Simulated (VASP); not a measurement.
# NbAs (P6_3mc) in VASP: density of states with PBE

Aim: the density of states of NbAs with PBE.

All numbers are computed with VASP 6.6.1; they aren't measurements. Logs are shortened: lines on timing, memory, paths and dates and some standing lists are left out, and cuts for length are marked.

## (1) The cell of the first run

Symmetry: P6_3mc, No. 186, hexagonal system. Conventional cell: a = 3.409 Å, b = 3.409 Å, c = 8.336 Å, α = 90.00°, β = 90.00°, γ = 120.00°. Within 3.3 Å of Nb (site symmetry 3m) lie 4 As at 2.53 to 2.56 Å. As (site symmetry 3m) has 4 Nb at 2.53 to 2.56 Å within 3.3 Å.

## (2) Density of states, PBE

Input file POSCAR:

```
NbAs
1.0
    3.4089174191      0.0000000000      0.0000000000
   -1.7044587096      2.9522090844      0.0000000000
    0.0000000000      0.0000000000      8.3363286445
Nb As
2 2
Direct
    0.3333333333      0.6666666667      0.3381723564
    0.6666666667      0.3333333333      0.8381723564
    0.3333333333      0.6666666667      0.0349625736
    0.6666666667      0.3333333333      0.5349625736
```

Input file INCAR.step1:

```
PREC = Accurate
ENCUT = 520
EDIFF = 1E-6
ISMEAR = 0
SIGMA = 0.1
LREAL = F
LASPH = T
NELM = 100
ALGO = Normal
ISIF = 2
LWAVE = F
LCHARG = T
LMAXMIX = 4
GGA = PE
NBANDS = 26
```

Input file KPOINTS.step1:

```
regular mesh
0
Gamma
  15 15 6
```

Input file INCAR.step2:

```
PREC = Accurate
ENCUT = 520
EDIFF = 1E-6
ISMEAR = -5
SIGMA = 0.1
LREAL = F
LASPH = T
NELM = 100
ALGO = Normal
ISIF = 2
LWAVE = F
LCHARG = F
LMAXMIX = 4
GGA = PE
LORBIT = 11
NEDOS = 2001
ICHARG = 11
```

Input file KPOINTS.step2:

```
regular mesh
0
Gamma
  23 23 9
```

Potentials or basis: VASP PAW PBE potentials, release 64 (Nb_sv, As).

Launch:

```
$ cat potpaw_PBE.64/Nb_sv/POTCAR potpaw_PBE.64/As/POTCAR > POTCAR
$ cp INCAR.step1 INCAR
$ cp KPOINTS.step1 KPOINTS
$ mpirun -np 1 vasp_std > vasp.out
$ cp INCAR.step2 INCAR
$ cp KPOINTS.step2 KPOINTS
$ mpirun -np 1 vasp_std > vasp.out
```

OUTCAR:

```text
PREC = Accurate
   ENCUT = 520
   EDIFF = 1E-6
   ISMEAR = -5
   LREAL = F
   LASPH = T
   NELM = 100
   ISIF = 2
   GGA = PE
   LORBIT = 11
   ICHARG = 11

 ion  position               nearest neighbor table
   1  0.333  0.667  0.338-   3 2.53   4 2.56   4 2.56   4 2.56
   2  0.667  0.333  0.838-   4 2.53   3 2.56   3 2.56   3 2.56
   3  0.333  0.667  0.035-   1 2.53   2 2.56   2 2.56   2 2.56
   4  0.667  0.333  0.535-   2 2.53   1 2.56   1 2.56   1 2.56

  LATTYP: Found a hexagonal cell.
 ALAT       =     3.4089174191
 C/A-ratio  =     2.4454475188

  Lattice vectors:

 A1 = (   3.4089174191,   0.0000000000,   0.0000000000)
 A2 = (  -1.7044587096,   2.9522090844,   0.0000000000)
 A3 = (   0.0000000000,   0.0000000000,   8.3363286445)

Analysis of symmetry for initial positions (statically):
=====================================================================
 Subroutine PRICEL returns:
 Original cell was already a primitive cell.

 Routine SETGRP: Setting up the symmetry group for a
 hexagonal supercell.

 Subroutine GETGRP returns: Found 12 space group operations
 (whereof  6 operations were pure point group operations)
 out of a pool of 24 trial point group operations.

The static configuration has the point symmetry C_3v.
 The point group associated with its full space group is C_6v.

Analysis of symmetry for dynamics (positions and initial velocities):
=====================================================================
 Subroutine PRICEL returns:
 Original cell was already a primitive cell.

 Routine SETGRP: Setting up the symmetry group for a
 hexagonal supercell.

 Subroutine GETGRP returns: Found 12 space group operations
 (whereof  6 operations were pure point group operations)
 out of a pool of 24 trial point group operations.

The dynamic configuration has the point symmetry C_3v.
 The point group associated with its full space group is C_6v.

 Subroutine INISYM returns: Found 12 space group operations
 (whereof  6 operations are pure point group operations),
 and found     1 'primitive' translations

----------------------------------------------------------------------------------------

                                     Primitive cell

  volume of cell :      83.8955

  direct lattice vectors                    reciprocal lattice vectors
     3.408917419  0.000000000  0.000000000     0.293348262  0.169364698  0.000000000
    -1.704458710  2.952209084  0.000000000     0.000000000  0.338729396  0.000000000
     0.000000000  0.000000000  8.336328644     0.000000000  0.000000000  0.119956883
[... 95 lines left out ...]
   NFREE  =      0    steps in history (QN), initial steepest desc. (CG)
   ISIF   =      2    stress and relaxation
   ISYM   =      2    0-nonsym 1-usesym 2-fastsym
   POTIM  = 0.5000    time-step for ionic-motion
   TEBEG  =    0.0;   TEEND  =   0.0 temperature during run
   PSTRESS=    0.0 pullay stress
   NELECT =      36.0000    total number of electrons
   NUPDOWN=      -1.0000    fix difference up-down
   EMIN   =  10.00;   EMAX   =-10.00  energy-range for DOS
   EFERMI =   0.00;   METHOD = LEGACY
   ISMEAR =    -5;   SIGMA  =   0.10  broadening in eV -4-tet -1-fermi 0-gaus
   EFERMI_NEDOS =   21; number of points for ismear=-14 and -15
   IALGO  =     38    algorithm
   IMIX   =      4    mixing-type and parameters
     AMIX     =   0.40;   BMIX     =  1.00
     AMIX_MAG =   1.60;   BMIX_MAG =  1.00
  volume/ion in A,a.u.               =      20.97       141.54
  Fermi-wavevector in a.u.,A,eV,Ry     =   1.234799  2.333431 20.745184  1.524728
  Thomas-Fermi vector in A             =   2.369474
   LORBIT       =     11    0 simple, 1 ext, 2 COOP (PROOUT), +10 PAW based schemes
   GGA     = PE    functional components
   LHFCALC =     F    Hartree Fock is set to
   AEXX    =    0.0000 exact exchange contribution
   IVDW    =     0    specifies the selected vdW correction
   LEPSILON=     F    determine dielectric tensor
   LRPA    =     F    only Hartree local field effects (RPA)
 non-spin polarized calculation
 Fermi weights with tetrahedron method with Bloechl corrections
  energy-cutoff  :      520.00
  volume of cell :       83.90
 maximum number of plane-waves:      2279
 NGX is ok and might be reduce to    28

 number of electron      36.0000001 magnetization

 Free energy of the ion-electron system (eV)
  ---------------------------------------------------
  ext. energy  EPLUGINS =         0.00000000
  ---------------------------------------------------
  free energy    TOTEN  =       -29.40737343 eV

  energy without entropy =      -29.40737343  energy(sigma->0) =      -29.40737343

 E-fermi :   7.1958     XC(G=0): -10.8232

 val. band max:        7.1959996331   @ k =   0.0870   0.0435   0.0000
 cond. band min:       7.1770670413   @ k =   0.2609   0.2609   0.3333
 fundamental gap:     -0.0189325917
 Fermi energy:         7.1957538254

 k-point     1 :       0.0000    0.0000    0.0000
  band No.  band energies     occupation
      1     -47.7869      2.00000
      2     -47.7863      2.00000
      3     -23.9584      2.00000
      4     -23.9231      2.00000
      5     -23.7211      2.00000
      6     -23.7211      2.00000
[... 589 lines left out ...]
     21       8.1026      0.00000
     22       8.5112      0.00000

 [... further k-points ...]
[... 5 lines left out ...]
  --------------------------------------------------------------------------------------
  -------------------------------------------------------------------------------------
  Total       -0.0409003     -0.0409003      0.0548003      0.0000000      0.0000000     -0.0000000
  in kB       -0.7810866     -0.7810866      1.0465388      0.0000000      0.0000000     -0.0000000
  external PRESSURE =      -0.1718781 kB  Pullay stress =       0.0000000 kB

 VOLUME and BASIS-vectors are now :
 -----------------------------------------------------------------------------
  energy-cutoff  :      520.00
  volume of cell :       83.90
      direct lattice vectors                 reciprocal lattice vectors
     3.408917419  0.000000000  0.000000000     0.293348262  0.169364698  0.000000000
    -1.704458710  2.952209084  0.000000000     0.000000000  0.338729396  0.000000000
     0.000000000  0.000000000  8.336328644     0.000000000  0.000000000  0.119956883

 POSITION                                       TOTAL-FORCE (eV/Angst)
 -----------------------------------------------------------------------------------
     -0.00000      1.96814      2.81912        -0.000000      0.000000     -0.012805
      1.70446      0.98407      6.98728         0.000000      0.000000     -0.012805
     -0.00000      1.96814      0.29146        -0.000000     -0.000000      0.012805
      1.70446      0.98407      4.45962        -0.000000      0.000000      0.012805
 -----------------------------------------------------------------------------------
    total drift:                                0.000000      0.000000     -0.002144

  FREE ENERGIE OF THE ION-ELECTRON SYSTEM (eV)
  ---------------------------------------------------
  free  energy   TOTEN  =       -29.4073734255 eV

  energy  without entropy=      -29.4073734255  energy(sigma->0) =      -29.40737343

 total charge

# of ion       s       p       d       tot
------------------------------------------
    1        2.167   5.984   2.480  10.632
    2        2.167   5.984   2.480  10.632
    3        1.231   1.581   0.062   2.874
    4        1.231   1.581   0.062   2.874
--------------------------------------------------
tot          6.796  15.132   5.084  27.012
```

OUTCAR.step1:

```text
PREC = Accurate
   ENCUT = 520
   EDIFF = 1E-6
   ISMEAR = 0
   LREAL = F
[... 928 lines left out ...]
     -0.00000      1.96814      2.81912        -0.000000      0.000000     -0.007148
      1.70446      0.98407      6.98728         0.000000     -0.000000     -0.007148
     -0.00000      1.96814      0.29146        -0.000000      0.000000      0.007148
      1.70446      0.98407      4.45962        -0.000000      0.000000      0.007148
 -----------------------------------------------------------------------------------
    total drift:                                0.000000      0.000000     -0.002702

  FREE ENERGIE OF THE ION-ELECTRON SYSTEM (eV)
  ---------------------------------------------------
  free  energy   TOTEN  =       -29.4130970172 eV

  energy  without entropy=      -29.4018207651  energy(sigma->0) =      -29.40745889
```

Wall time 6.1 min (1 thread of Intel Xeon Platinum 8488C (Sapphire Rapids), shared host); peak memory 0.57 GiB.

What came out:

- Valence electrons inside the program's atomic spheres: Nb 10.63; As 2.87

Caveat: tetrahedron occupations give inexact forces and stress in metals.
